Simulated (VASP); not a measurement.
# Sb (Im-3m) in VASP: a series of runs

The runs below take Sb through single point, with LDA.

Program: VASP 6.6.1. These are calculated values, not measurements. Logs are shortened: lines on timing, memory, paths and dates and some standing lists are left out, and cuts for length are marked.

## Step 1: The cell of the first run

It takes space group Im-3m (No. 229, cubic). The conventional cell has a = 3.710 Å, b = 3.710 Å, c = 3.710 Å, α = 90.00°, β = 90.00°, γ = 90.00°. Within 4.2 Å of Sb (site symmetry m-3m) lie 14 Sb at 3.21 to 3.71 Å.

## Step 2: Single point, LDA

Input file INCAR:

```
SYSTEM = Sb
PREC = Accurate
ENCUT = 520
EDIFF = 1E-6
ISMEAR = -1
SIGMA = 0.1
LREAL = .FALSE.
LASPH = .TRUE.
NELM = 60
ALGO = Normal
ISIF = 2
LWAVE = .FALSE.
LCHARG = .FALSE.
GGA = CA
NBANDS = 8
```

Input file KPOINTS:

```
regular mesh
0
G
  12 12 12
  0 0 0
```

Input file POSCAR:

```
Sb
1.0
   -1.8547528527      1.8547528527      1.8547528527
    1.8547528527     -1.8547528527      1.8547528527
    1.8547528527      1.8547528527     -1.8547528527
Sb
1
Direct
    0.0000000000      0.0000000000      0.0000000000
```

Potentials or basis: VASP PAW LDA potentials, release 64 (Sb).

On the command line:

```console
> cat potpaw_LDA.64/Sb/POTCAR > POTCAR
> mpirun -np 1 vasp_std > vasp.out
```

OUTCAR:

```text
SYSTEM = Sb
   PREC = Accurate
   ENCUT = 520
   EDIFF = 1E-6
   ISMEAR = -1
   LREAL = .FALSE.
   LASPH = .TRUE.
   NELM = 60
   ISIF = 2
   GGA = CA

 ion  position               nearest neighbor table
   1  0.000  0.000  0.000-

  LATTYP: Found a body centered cubic cell.
 ALAT       =     3.7095057054

  Lattice vectors:

 A1 = (  -1.8547528527,   1.8547528527,   1.8547528527)
 A2 = (   1.8547528527,  -1.8547528527,   1.8547528527)
 A3 = (   1.8547528527,   1.8547528527,  -1.8547528527)

Analysis of symmetry for initial positions (statically):
=====================================================================
 Subroutine PRICEL returns:
 Original cell was already a primitive cell.

 Routine SETGRP: Setting up the symmetry group for a
 body centered cubic supercell.

 Subroutine GETGRP returns: Found 48 space group operations
 (whereof 48 operations were pure point group operations)
 out of a pool of 48 trial point group operations.

The static configuration has the point symmetry O_h .

Analysis of symmetry for dynamics (positions and initial velocities):
=====================================================================
 Subroutine PRICEL returns:
 Original cell was already a primitive cell.

 Routine SETGRP: Setting up the symmetry group for a
 body centered cubic supercell.

 Subroutine GETGRP returns: Found 48 space group operations
 (whereof 48 operations were pure point group operations)
 out of a pool of 48 trial point group operations.

The dynamic configuration has the point symmetry O_h .

 Subroutine INISYM returns: Found 48 space group operations
 (whereof 48 operations are pure point group operations),
 and found     1 'primitive' translations

----------------------------------------------------------------------------------------

                                     Primitive cell

  volume of cell :      25.5222

  direct lattice vectors                    reciprocal lattice vectors
    -1.854752853  1.854752853  1.854752853     0.000000000  0.269577696  0.269577696
     1.854752853 -1.854752853  1.854752853     0.269577696  0.000000000  0.269577696
     1.854752853  1.854752853 -1.854752853     0.269577696  0.269577696  0.000000000

  length of vectors
     3.212526176  3.212526176  3.212526176     0.381240433  0.381240433  0.381240433

  position of ions in fractional coordinates (direct lattice)
     0.000000000  0.000000000  0.000000000

  ion indices of the primitive-cell ions
   primitive index   ion index
                 1           1

----------------------------------------------------------------------------------------

 KPOINTS: regular mesh

Automatic generation of k-mesh.
 Grid dimensions read from file:
 generate k-points for:   12   12   12

 Generating k-lattice:

  Cartesian coordinates                     Fractional coordinates (reciprocal lattice)
     0.000000000  0.022464808  0.022464808     0.083333333  0.000000000  0.000000000
     0.022464808  0.000000000  0.022464808     0.000000000  0.083333333  0.000000000
     0.022464808  0.022464808  0.000000000     0.000000000  0.000000000  0.083333333

  Length of vectors
     0.031770036  0.031770036  0.031770036

  Shift w.r.t. Gamma in fractional coordinates (k-lattice)
     0.000000000  0.000000000  0.000000000

 Subroutine IBZKPT returns following result:
 ===========================================

 Found     72 irreducible k-points:

 Following reciprocal coordinates:
            Coordinates               Weight
  0.000000  0.000000  0.000000      1.000000
  0.083333  0.000000  0.000000     12.000000
  0.166667  0.000000  0.000000     12.000000
  0.250000  0.000000  0.000000     12.000000
  0.333333  0.000000  0.000000     12.000000
  0.416667  0.000000  0.000000     12.000000
[... 16 lines left out ...]
  0.333333  0.083333  0.083333     24.000000
  0.416667  0.083333  0.083333     12.000000
 [... further k-points ...]
   k-points           NKPTS =     72   k-points in BZ     NKDIM =     72   number of bands    NBANDS=      8
   number of dos      NEDOS =    301   number of ions     NIONS =      1
   total plane-waves  NPLWV =  13824
   dimension x,y,z NGX =    24 NGY =   24 NGZ =   24
   dimension x,y,z NGXF=    48 NGYF=   48 NGZF=   48
   ions per type =               1
   NGX,Y,Z   is equivalent  to a cutoff of  12.42, 12.42, 12.42 a.u.
   NGXF,Y,Z  is equivalent  to a cutoff of  24.84, 24.84, 24.84 a.u.
 SYSTEM =  Sb
   PREC   = accura    normal or accurate (medium, high low for compatibility)
   ISTART =      0    job   : 0-new  1-cont  2-samecut
   ICHARG =      2    charge: 1-file 2-atom 10-const
   ISPIN  =      1    spin polarized calculation?
   LNONCOLLINEAR =      F non collinear calculations
   LSORBIT =      F    spin-orbit coupling
   LASPH  =      T    aspherical Exc in radial PAW
   ENCUT  =  520.0 eV  38.22 Ry    6.18 a.u.   5.97  5.97  5.97*2*pi/ulx,y,z
   NELM   =     60;   NELMIN=  2; NELMDL= -5     # of ELM steps
   EDIFF  = 0.1E-05   stopping-criterion for ELM
   LREAL  =      F    real-space projection
[... 7 lines left out ...]
   TEBEG  =    0.0;   TEEND  =   0.0 temperature during run
   PSTRESS=    0.0 pullay stress
   NELECT =       5.0000    total number of electrons
   NUPDOWN=      -1.0000    fix difference up-down
   EMIN   =  10.00;   EMAX   =-10.00  energy-range for DOS
   EFERMI =   0.00;   METHOD = LEGACY
   ISMEAR =    -1;   SIGMA  =   0.10  broadening in eV -4-tet -1-fermi 0-gaus
   EFERMI_NEDOS =   21; number of points for ismear=-14 and -15
   IALGO  =     38    algorithm
   IMIX   =      4    mixing-type and parameters
     AMIX     =   0.40;   BMIX     =  1.00
     AMIX_MAG =   1.60;   BMIX_MAG =  1.00
  volume/ion in A,a.u.               =      25.52       172.23
  Fermi-wavevector in a.u.,A,eV,Ry     =   0.950806  1.796764 12.300115  0.904033
  Thomas-Fermi vector in A             =   2.079218
   LORBIT       =      0    0 simple, 1 ext, 2 COOP (PROOUT), +10 PAW based schemes
   GGA     = CA    functional components
   LHFCALC =     F    Hartree Fock is set to
   AEXX    =    0.0000 exact exchange contribution
   IVDW    =     0    specifies the selected vdW correction
   LEPSILON=     F    determine dielectric tensor
   LRPA    =     F    only Hartree local field effects (RPA)
 non-spin polarized calculation
  energy-cutoff  :      520.00
  volume of cell :       25.52
 maximum number of plane-waves:       712
   NGX = 11   NGY = 11   NGZ = 11

 number of electron       4.9999999 magnetization

 Free energy of the ion-electron system (eV)
  ---------------------------------------------------
  ext. energy  EPLUGINS =         0.00000000
  ---------------------------------------------------
  free energy    TOTEN  =        -4.64543649 eV

  energy without entropy =       -4.62781513  energy(sigma->0) =       -4.63662581

 E-fermi :   9.0698     XC(G=0): -10.6014

 val. band max:        9.0489675490   @ k =  -0.4167   0.5000   0.0833
 cond. band min:       9.0739749709   @ k =  -0.2500   0.2500   0.1667
 fundamental gap:      0.0250074219
 Fermi energy:         9.0697699282

 k-point     1 :       0.0000    0.0000    0.0000
  band No.  band energies     occupation
      1      -4.2312      2.00000
      2      14.8722      0.00000
      3      14.8722      0.00000
      4      14.8722      0.00000
      5      19.5465      0.00000
      6      19.5465      0.00000
      7      19.5465      0.00000
      8      20.9697      0.00000

 k-point     2 :       0.0833    0.0000    0.0000
  band No.  band energies     occupation
      1      -4.0786      2.00000
      2      13.7110      0.00000
      3      14.3634      0.00000
      4      14.7328      0.00000
      5      18.7911      0.00000
      6      18.8150      0.00000
      7      20.1819      0.00000
      8      20.3432      0.00000

 k-point     3 :       0.1667    0.0000    0.0000
  band No.  band energies     occupation
      1      -3.6223      2.00000
      2      11.3199      0.00000
      3      13.3385      0.00000
      4      14.3471      0.00000
      5      17.6548      0.00000
      6      17.8169      0.00000
      7      20.1241      0.00000
      8      20.8297      0.00000

 k-point     4 :       0.2500    0.0000    0.0000
  band No.  band energies     occupation
      1      -2.8699      2.00000
      2       8.7243      1.93874
      3      12.3186      0.00000
      4      13.8368      0.00000
      5      16.7572      0.00000
      6      17.0309      0.00000
      7      20.4546      0.00000
      8      21.3698      0.00000

 k-point     5 :       0.3333    0.0000    0.0000
  band No.  band energies     occupation
      1      -1.8464      2.00000
      2       6.2805      2.00000
      3      11.5087      0.00000
      4      13.3622      0.00000
      5      16.1341      0.00000
      6      16.4664      0.00000
      7      21.2069      0.00000
      8      22.0964      0.00000
[... 177 lines left out ...]
 k-point    22 :       0.2500    0.0833    0.0833
  band No.  band energies     occupation
      1      -1.5637      2.00000
      2       6.3988      2.00000
      3      10.0111      0.00016
      4      11.4324      0.00000
      5      18.2166      0.00000
      6      18.5306      0.00000
      7      21.6572      0.00000
      8      22.2724      0.00000

 k-point    23 :       0.3333    0.0833    0.0833
  band No.  band energies     occupation
      1      -0.4035      2.00000
      2       4.4727      2.00000
      3       9.3912      0.07728
      4      11.0528      0.00000
      5      17.9139      0.00000
      6      18.3568      0.00000
      7      22.5982      0.00000
      8      23.1730      0.00000

 k-point    24 :       0.4167    0.0833    0.0833
  band No.  band energies     occupation
      1       0.3113      2.00000
      2       3.4903      2.00000
      3       9.1902      0.46153
      4      10.9234      0.00000
      5      17.8067      0.00000
      6      18.2846      0.00000
      7      23.6019      0.00000
      8      23.8992      0.00000

 [... further k-points ...]
[... 5 lines left out ...]
  --------------------------------------------------------------------------------------
  -------------------------------------------------------------------------------------
  Total        0.0206379      0.0206379      0.0206379      0.0000000      0.0000000      0.0000000
  in kB        1.2955586      1.2955586      1.2955586      0.0000000      0.0000000      0.0000000
  external PRESSURE =       1.2955586 kB  Pullay stress =       0.0000000 kB

 VOLUME and BASIS-vectors are now :
 -----------------------------------------------------------------------------
  energy-cutoff  :      520.00
  volume of cell :       25.52
      direct lattice vectors                 reciprocal lattice vectors
    -1.854752853  1.854752853  1.854752853     0.000000000  0.269577696  0.269577696
     1.854752853 -1.854752853  1.854752853     0.269577696  0.000000000  0.269577696
     1.854752853  1.854752853 -1.854752853     0.269577696  0.269577696  0.000000000

 POSITION                                       TOTAL-FORCE (eV/Angst)
 -----------------------------------------------------------------------------------
      0.00000      0.00000      0.00000        -0.000000      0.000000      0.000000
 -----------------------------------------------------------------------------------
    total drift:                                0.000000     -0.000000     -0.000000

  FREE ENERGIE OF THE ION-ELECTRON SYSTEM (eV)
  ---------------------------------------------------
  free  energy   TOTEN  =        -4.6454364890 eV

  energy  without entropy=       -4.6278151281  energy(sigma->0) =       -4.63662581
```

Run time: 3.7 s. Hardware: 1 thread of Intel Xeon 6975P-C (Granite Rapids), shared host; peak memory 0.13 GiB.

Results:

```yaml
Free_energy: -4.6454 eV
Pressure: 0.1 GPa
```

Caveat: spin-orbit coupling is left out, which moves the levels of the heavy elements.

## Step 3: Single point, LDA (volume scaled by 0.88)

Input file INCAR:

```
SYSTEM = Sb
  PREC = Accurate
  ENCUT = 520
  EDIFF = 1E-6
  ISMEAR = -1
  SIGMA = 0.1
  LREAL = .FALSE.
  LASPH = .TRUE.
  NELM = 60
  ALGO = Normal
  ISIF = 2
  LWAVE = .FALSE.
  LCHARG = .FALSE.
  NBANDS = 8
```

Input file KPOINTS:

```
regular mesh
0
G
  13 13 13
  0 0 0
```

Input file POSCAR:

```
Sb
1.0
   -1.7773799297      1.7773799297      1.7773799297
    1.7773799297     -1.7773799297      1.7773799297
    1.7773799297      1.7773799297     -1.7773799297
Sb
1
Direct
    0.0000000000      0.0000000000      0.0000000000
```

Potentials or basis: VASP PAW LDA potentials, release 64 (Sb).

On the command line:

```console
> cat potpaw_LDA.64/Sb/POTCAR > POTCAR
> mpirun -np 1 vasp_std > vasp.out
```

OUTCAR:

```text
SYSTEM = Sb
   PREC = Accurate
   ENCUT = 520
   EDIFF = 1E-6
   ISMEAR = -1
   LREAL = .FALSE.
   LASPH = .TRUE.
   NELM = 60
   ISIF = 2

 ion  position               nearest neighbor table
   1  0.000  0.000  0.000-

  LATTYP: Found a body centered cubic cell.
 ALAT       =     3.5547598594

  Lattice vectors:

 A1 = (  -1.7773799297,   1.7773799297,   1.7773799297)
 A2 = (   1.7773799297,  -1.7773799297,   1.7773799297)
 A3 = (   1.7773799297,   1.7773799297,  -1.7773799297)

Analysis of symmetry for initial positions (statically):
=====================================================================
 Subroutine PRICEL returns:
 Original cell was already a primitive cell.

 Routine SETGRP: Setting up the symmetry group for a
 body centered cubic supercell.

 Subroutine GETGRP returns: Found 48 space group operations
 (whereof 48 operations were pure point group operations)
 out of a pool of 48 trial point group operations.

The static configuration has the point symmetry O_h .

Analysis of symmetry for dynamics (positions and initial velocities):
=====================================================================
 Subroutine PRICEL returns:
 Original cell was already a primitive cell.

 Routine SETGRP: Setting up the symmetry group for a
 body centered cubic supercell.

 Subroutine GETGRP returns: Found 48 space group operations
 (whereof 48 operations were pure point group operations)
 out of a pool of 48 trial point group operations.

The dynamic configuration has the point symmetry O_h .

 Subroutine INISYM returns: Found 48 space group operations
 (whereof 48 operations are pure point group operations),
 and found     1 'primitive' translations

----------------------------------------------------------------------------------------

                                     Primitive cell

  volume of cell :      22.4595

[... 100 lines left out ...]
   EFERMI =   0.00;   METHOD = LEGACY
   ISMEAR =    -1;   SIGMA  =   0.10  broadening in eV -4-tet -1-fermi 0-gaus
   EFERMI_NEDOS =   21; number of points for ismear=-14 and -15
   IALGO  =     38    algorithm
   IMIX   =      4    mixing-type and parameters
     AMIX     =   0.40;   BMIX     =  1.00
     AMIX_MAG =   1.60;   BMIX_MAG =  1.00
  volume/ion in A,a.u.               =      22.46       151.56
  Fermi-wavevector in a.u.,A,eV,Ry     =   0.992197  1.874980 13.394321  0.984455
  Thomas-Fermi vector in A             =   2.123992
   LORBIT       =      0    0 simple, 1 ext, 2 COOP (PROOUT), +10 PAW based schemes
   GGA     = CA    functional components
   LHFCALC =     F    Hartree Fock is set to
   AEXX    =    0.0000 exact exchange contribution
   IVDW    =     0    specifies the selected vdW correction
   LEPSILON=     F    determine dielectric tensor
   LRPA    =     F    only Hartree local field effects (RPA)
 non-spin polarized calculation
  energy-cutoff  :      520.00
  volume of cell :       22.46
 maximum number of plane-waves:       617
   NGX = 11   NGY = 11   NGZ = 11

 number of electron       5.0000000 magnetization

 Free energy of the ion-electron system (eV)
  ---------------------------------------------------
  ext. energy  EPLUGINS =         0.00000000
  ---------------------------------------------------
  free energy    TOTEN  =        -4.53656066 eV

  energy without entropy =       -4.52264228  energy(sigma->0) =       -4.52960147

 E-fermi :  10.9466     XC(G=0): -11.1675

 val. band max:       10.8719953142   @ k =  -0.3846   0.3846   0.3077
 cond. band min:      11.0570007048   @ k =   0.1538   0.1538   0.0000
 fundamental gap:      0.1850053906
 Fermi energy:        10.9466029408

 k-point     1 :       0.0000    0.0000    0.0000
  band No.  band energies     occupation
      1      -3.4889      2.00000
      2      17.8814      0.00000
      3      17.8814      0.00000
      4      17.8814      0.00000
      5      21.8832      0.00000
      6      21.8832      0.00000
      7      21.8832      0.00000
      8      22.9175      0.00000
[... 243 lines left out ...]
 k-point    24 :       0.2308    0.0769    0.0769
  band No.  band energies     occupation
      1      -0.8810      2.00000
      2       8.8961      2.00000
      3      12.4797      0.00000
      4      13.8680      0.00000
      5      20.7005      0.00000
      6      20.8847      0.00000
      7      23.7479      0.00000
      8      24.4647      0.00000

 [... further k-points ...]
[... 5 lines left out ...]
  --------------------------------------------------------------------------------------
  -------------------------------------------------------------------------------------
  Total        1.6942745      1.6942745      1.6942745      0.0000000      0.0000000      0.0000000
  in kB      120.8630466    120.8630466    120.8630466      0.0000000      0.0000000      0.0000000
  external PRESSURE =     120.8630466 kB  Pullay stress =       0.0000000 kB

 VOLUME and BASIS-vectors are now :
 -----------------------------------------------------------------------------
  energy-cutoff  :      520.00
  volume of cell :       22.46
      direct lattice vectors                 reciprocal lattice vectors
    -1.777379930  1.777379930  1.777379930     0.000000000  0.281312955  0.281312955
     1.777379930 -1.777379930  1.777379930     0.281312955  0.000000000  0.281312955
     1.777379930  1.777379930 -1.777379930     0.281312955  0.281312955  0.000000000

 POSITION                                       TOTAL-FORCE (eV/Angst)
 -----------------------------------------------------------------------------------
      0.00000      0.00000      0.00000        -0.000000     -0.000000     -0.000000
 -----------------------------------------------------------------------------------
    total drift:                                0.000000     -0.000000      0.000000

  FREE ENERGIE OF THE ION-ELECTRON SYSTEM (eV)
  ---------------------------------------------------
  free  energy   TOTEN  =        -4.5365606574 eV

  energy  without entropy=       -4.5226422836  energy(sigma->0) =       -4.52960147
```

Run time: 4.1 s. Hardware: 1 thread of Intel Xeon 6975P-C (Granite Rapids), shared host; peak memory 0.13 GiB.

Results:

| Item | Value |
| --- | --- |
| Free energy | -4.5366 eV |
| Pressure | 12.1 GPa |

Caveat: spin-orbit coupling is left out, which moves the levels of the heavy elements.

## Step 4: Single point, LDA (volume scaled by 0.92)

Input file INCAR:

```
PREC = Accurate
ENCUT = 520
EDIFF = 1E-6
ISMEAR = -1
SIGMA = 0.1
LREAL = False
LASPH = True
NELM = 60
ALGO = Normal
ISIF = 2
LWAVE = False
LCHARG = False
NBANDS = 8
```

Input file KPOINTS:

```
regular mesh
0
Gamma
  13 13 13
```

Input file POSCAR:

```
Sb
1.0
   -1.8039118999      1.8039118999      1.8039118999
    1.8039118999     -1.8039118999      1.8039118999
    1.8039118999      1.8039118999     -1.8039118999
Sb
1
Direct
    0.0000000000      0.0000000000      0.0000000000
```

On the command line:

```console
> cat potpaw_LDA.64/Sb/POTCAR > POTCAR
> mpirun -np 1 vasp_std > vasp.out
```

Run time: 4.4 s. Hardware: 1 thread of Intel Xeon 6975P-C (Granite Rapids), shared host; peak memory 0.13 GiB.

Results (log left out):

* Free energy: -4.5969 eV
* Pressure: 7.0 GPa

Levels at points of the mesh, in eV from the Fermi level:
```csv
k point,band 1,band 2,band 3,band 4,band 5,band 6,band 7
"(0.00, 0.00, 0.00)",-13.99,6.55,6.55,6.55,10.80,10.80,10.80
```

Caveat: spin-orbit coupling is left out, which moves the levels of the heavy elements.

[end of part 1 of 2]
